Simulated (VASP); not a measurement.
# GaP (F-43m) in VASP: notebook, part 2 of 2

VASP 6.6.1. The steps go on from the part before.

## 4. Single point, r2SCAN-based global hybrid with 35 % exact exchange

File POSCAR:

```
GaP
1.0
    0.0000000000      2.7252500000      2.7252500000
    2.7252500000      0.0000000000      2.7252500000
    2.7252500000      2.7252500000      0.0000000000
Ga P
1 1
Direct
    0.0000000000      0.0000000000      0.0000000000
    0.7500000000      0.7500000000      0.7500000000
```

File INCAR.step1:

```
PREC = Accurate
ENCUT = 520
EDIFF = 1E-5
ISMEAR = -1
SIGMA = 0.05
LREAL = F
LASPH = T
NELM = 100
ALGO = Normal
ISIF = 2
LWAVE = T
LCHARG = F
NBANDS = 16
GGA = PE
```

File INCAR.step2:

```
PREC = Accurate
ENCUT = 520
EDIFF = 1E-6
ISMEAR = -1
SIGMA = 0.05
LREAL = F
LASPH = T
NELM = 100
ALGO = Normal
ISIF = 2
LWAVE = F
LCHARG = F
METAGGA = R2SCAN
LHFCALC = T
AEXX = 0.35
LMIXTAU = T
PRECFOCK = Normal
NBANDS = 16
ISTART = 1
```

File KPOINTS:

```
regular mesh
0
Gamma
  5 5 5
```

Potentials or basis: VASP PAW PBE potentials, release 64 (Ga_d, P).

On the command line:

```
cat potpaw_PBE.64/Ga_d/POTCAR potpaw_PBE.64/P/POTCAR > POTCAR
cp INCAR.step1 INCAR
mpirun -np 1 vasp_std > vasp.out
cp INCAR.step2 INCAR
mpirun -np 1 vasp_std > vasp.out
```

OUTCAR:

```text
PREC = Accurate
   ENCUT = 520
   EDIFF = 1E-6
   ISMEAR = -1
   LREAL = F
   LASPH = T
   NELM = 100
   ISIF = 2
   METAGGA = R2SCAN
   LHFCALC = T
   AEXX = 0.35
   PRECFOCK = Normal
   ISTART = 1

 ion  position               nearest neighbor table
   1  0.000  0.000  0.000-   2 2.36   2 2.36   2 2.36   2 2.36
   2  0.750  0.750  0.750-   1 2.36   1 2.36   1 2.36   1 2.36

  LATTYP: Found a face centered cubic cell.
 ALAT       =     5.4505000000

  Lattice vectors:

 A1 = (   0.0000000000,   2.7252500000,   2.7252500000)
 A2 = (   2.7252500000,   0.0000000000,   2.7252500000)
 A3 = (   2.7252500000,   2.7252500000,   0.0000000000)

Analysis of symmetry for initial positions (statically):
=====================================================================
 Subroutine PRICEL returns:
 Original cell was already a primitive cell.

 Routine SETGRP: Setting up the symmetry group for a
 face centered cubic supercell.

 Subroutine GETGRP returns: Found 24 space group operations
 (whereof 24 operations were pure point group operations)
 out of a pool of 48 trial point group operations.

The static configuration has the point symmetry T_d .

Analysis of symmetry for dynamics (positions and initial velocities):
=====================================================================
 Subroutine PRICEL returns:
 Original cell was already a primitive cell.

 Routine SETGRP: Setting up the symmetry group for a
 face centered cubic supercell.

 Subroutine GETGRP returns: Found 24 space group operations
 (whereof 24 operations were pure point group operations)
 out of a pool of 48 trial point group operations.

The dynamic configuration has the point symmetry T_d .

 Subroutine INISYM returns: Found 24 space group operations
 (whereof 24 operations are pure point group operations),
[... 104 lines left out ...]
  Thomas-Fermi vector in A             =   2.383574
   LORBIT       =      0    0 simple, 1 ext, 2 COOP (PROOUT), +10 PAW based schemes
   METAGGA = R2SCAN    functional components
   LHFCALC =     T    Hartree Fock is set to
   PRECFOCK=normal    Normal, Fast or Accurate (Low or Medium for compatibility)
   ENCUT4O =  -1.0   cutoff for four orbital integrals eV
   NKREDX  =     1    reduce k-point grid by
   NKREDY  =     1    reduce k-point grid by
   NKREDZ  =     1    reduce k-point grid by
   AEXX    =    0.3500 exact exchange contribution
   HFSCREEN=    0.0000 screening length (either q_TF or 0.3 A-1)
   HFSCREENC=   0.0000 screening length for correlation (either q_TF or 0.3 A-1)
   ENCUTFOCK=  -1.0 apply spherical cutoff to Coloumb kernel
   IVDW    =     0    specifies the selected vdW correction
   LEPSILON=     F    determine dielectric tensor
   LRPA    =     F    only Hartree local field effects (RPA)
 non-spin polarized calculation
  energy-cutoff  :      520.00
  volume of cell :       40.48
 maximum number of plane-waves:      1103
 NGX is ok and might be reduce to    30
  NGX = 24; NGY = 24; NGZ = 24

 number of electron      17.9999988 magnetization

 Free energy of the ion-electron system (eV)
  ---------------------------------------------------
  ext. energy  EPLUGINS =         0.00000000
  ---------------------------------------------------
  free energy    TOTEN  =       -20.93882239 eV

  energy without entropy =      -20.93882239  energy(sigma->0) =      -20.93882239

 E-fermi :   4.5553     XC(G=0):  -7.2779

 val. band max:        3.4614011024   @ k =   0.0000   0.0000   0.0000
 cond. band min:       7.1122934478   @ k =   0.4000   0.4000   0.0000
 fundamental gap:      3.6508923454
 Fermi energy:         4.5553073527

 k-point     1 :       0.0000    0.0000    0.0000
  band No.  band energies     occupation
      1     -15.0040      2.00000
      2     -15.0040      2.00000
      3     -15.0040      2.00000
      4     -14.8957      2.00000
      5     -14.8957      2.00000
      6     -11.1734      2.00000
[... 167 lines left out ...]
      3     -14.9533      2.00000
      4     -14.9098      2.00000
      5     -14.8876      2.00000
      6      -8.1238      2.00000
[... 8 lines left out ...]
     15      18.2052      0.00000
     16      21.2613      0.00000

------------------------ aborting loop because EDIFF is reached ----------------------------------------

  FORCE on cell =-STRESS in cart. coord.  units (eV):
  Direction    XX          YY          ZZ          XY          YZ          ZX
  --------------------------------------------------------------------------------------
  -------------------------------------------------------------------------------------
  Total       -0.2901900     -0.2901900     -0.2901900      0.0000000      0.0000000      0.0000000
  in kB      -11.4853427    -11.4853427    -11.4853427      0.0000000      0.0000000      0.0000000
  external PRESSURE =     -11.4853427 kB  Pullay stress =       0.0000000 kB

 VOLUME and BASIS-vectors are now :
 -----------------------------------------------------------------------------
  energy-cutoff  :      520.00
  volume of cell :       40.48
      direct lattice vectors                 reciprocal lattice vectors
     0.000000000  2.725250000  2.725250000    -0.183469406  0.183469406  0.183469406
     2.725250000  0.000000000  2.725250000     0.183469406 -0.183469406  0.183469406
     2.725250000  2.725250000  0.000000000     0.183469406  0.183469406 -0.183469406

 POSITION                                       TOTAL-FORCE (eV/Angst)
 -----------------------------------------------------------------------------------
      0.00000      0.00000      0.00000         0.000000     -0.000000      0.000000
      4.08788      4.08788      4.08788        -0.000000      0.000000     -0.000000
 -----------------------------------------------------------------------------------
    total drift:                                0.000165      0.000133      0.000100

  FREE ENERGIE OF THE ION-ELECTRON SYSTEM (eV)
  ---------------------------------------------------
  free  energy   TOTEN  =       -20.9388223873 eV

  energy  without entropy=      -20.9388223873  energy(sigma->0) =      -20.93882239
```

Run time: 24 min. Hardware: 1 thread of AMD EPYC 7R43 (Zen 3), shared host; peak memory 0.15 GiB.

Results:

```
Free energy            : -20.9388 eV
Pressure               : -1.1 GPa
Band gap on the k mesh : 3.65 eV (least direct gap 4.38 eV)
```

Levels at points of the mesh, in eV from the valence-band top:
| k point | band 6 | band 7 | band 8 | band 9 | band 10 | band 11 | band 12 | band 13 |
| --- | --- | --- | --- | --- | --- | --- | --- | --- |
| (0.00, 0.00, 0.00) | -14.63 | 0.00 | 0.00 | 0.00 | 4.38 | 6.26 | 6.26 | 6.26 |

Caveat: the PAW data sets were made with another functional, which shifts forces and pressure a little; an odd mesh through Γ misses points on the zone boundary, where band edges can lie.

## 5. Single point, r2SCAN-based global hybrid with 50 % exact exchange

POSCAR is that of step 4.

File INCAR.step1:

```
PREC = Accurate
ENCUT = 520
EDIFF = 1E-5
ISMEAR = -1
SIGMA = 0.05
LREAL = False
LASPH = True
NELM = 80
ALGO = Normal
ISIF = 2
LWAVE = True
NBANDS = 16
GGA = PE
```

File INCAR.step2:

```
PREC = Accurate
ENCUT = 520
EDIFF = 1E-6
ISMEAR = -1
SIGMA = 0.05
LREAL = False
LASPH = True
NELM = 80
ALGO = Normal
ISIF = 2
LWAVE = False
LCHARG = True
METAGGA = R2SCAN
LHFCALC = True
AEXX = 0.5
LMIXTAU = True
PRECFOCK = Normal
LELF = True
LVHAR = True
NBANDS = 16
ISTART = 1
```

File KPOINTS:

```
Automatic mesh
0
Gamma
  5 5 5
```

On the command line:

```
cat potpaw_PBE.64/Ga_d/POTCAR potpaw_PBE.64/P/POTCAR > POTCAR
cp INCAR.step1 INCAR
mpirun -np 1 vasp_std > vasp.out
cp INCAR.step2 INCAR
mpirun -np 1 vasp_std > vasp.out
```

It took 28 min on 1 thread of AMD EPYC 7R43 (Zen 3), shared host; peak memory 0.15 GiB.

It converged, with:

```yaml
Free_energy: -20.7827 eV
Pressure: -1.9 GPa
Band_gap_on_the_k_mesh: 4.45 eV (least direct gap 5.28 eV)
```

Levels at points of the mesh, in eV from the valence-band top:
```
           k point  band 6  band 7  band 8  band 9  band 10  band 11  band 12  band 13
(0.00, 0.00, 0.00)  -15.30    0.00    0.00    0.00     5.28     7.18     7.18     7.18
```

Caveat: the PAW data sets were made with another functional, which shifts forces and pressure a little; an odd mesh through Γ misses points on the zone boundary, where band edges can lie.

## 6. The runs side by side

| level | k mesh | cutoff (eV) | smearing | share of exact exchange | grid for exact exchange (PRECFOCK) | screening parameter | dipole correction | gap on the mesh (eV) | pressure (GPa) |
| --- | --- | --- | --- | --- | --- | --- | --- | --- | --- |
| HSE06 | 4 × 4 × 4 | 450 | gaussian 0.02 eV | 0.25 | Fast | 0.2 1/Å | - | 2.33 | 0.8 |
| r2SCAN-based global hybrid with 25 % exact exchange | 5 × 5 × 5 | 520 | fermi-dirac 0.05 eV | 0.25 | Normal | - | no | 3.13 | -1.0 |
| r2SCAN-based global hybrid with 35 % exact exchange | 5 × 5 × 5 | 520 | fermi-dirac 0.05 eV | 0.35 | Normal | - | no | 3.65 | -1.1 |
| r2SCAN-based global hybrid with 50 % exact exchange | 5 × 5 × 5 | 520 | fermi-dirac 0.05 eV | 0.5 | Normal | - | no | 4.45 | -1.9 |

Alike in all rows: task single point; potentials or basis VASP PAW PBE potentials, release 64 (Ga_d, P); no spin polarisation; cell as given.

Caveats: some runs use coarse meshes; the PAW data sets were made with another functional, which shifts forces and pressure a little; an odd mesh through Γ misses points on the zone boundary, where band edges can lie (at least some runs).

Total energies depend on the potentials used, so only differences within one code and one set of settings carry meaning.

## 7. Against experiment

Step 3. A measured gap of GaP is 2.34 eV (indirect; 10 K; quoted in “Stacking defects in GaP nanowires: Electronic structure and optical properties”, 2018, arxiv:1810.01194); the calculated 3.13 eV misses it by +0.79 eV. Spin-orbit coupling on Ga is left out. The value is that of r2SCAN-based global hybrid with 25 % exact exchange on a finite k mesh, which can miss the band edges, without temperature or zero-point motion.
